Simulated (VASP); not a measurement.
# Ge: single point with PBE

Ge:

```
CELL_PARAMETERS angstrom
-1.66793 1.66793 1.66793
1.66793 -1.66793 1.66793
1.66793 1.66793 -1.66793
ATOMIC_POSITIONS crystal
Ge 0.00000 0.00000 0.00000
```

This cell differs from its parent crystal: volume scaled by 0.96.

```yaml
Program: VASP 6.6.1
Task: single point
Functional: PBE
Potentials_or_basis: VASP PAW PBE potentials, release 64 (Ge_d)
Cutoff: 520 eV
k_mesh: 15 × 15 × 15
Occupations: fermi-dirac, width 0.1 eV
Spin: no spin polarisation
```

```
Pressure               : 2.3 GPa
Band gap on the k mesh : zero (band 7 reaches 16.29 eV, above the bottom of band 8 at 3.88 eV)
```

Levels at points of the mesh, in eV from the Fermi level:
```tsv
k point	band 5	band 6	band 7	band 8	band 9	band 10
(0.00, 0.00, 0.00)	-24.67	-13.29	9.34	9.34	9.34	15.08
```

Wall time 29 s on 1 thread of Intel Xeon 8259CL (shared host), peak memory 0.15 GiB.
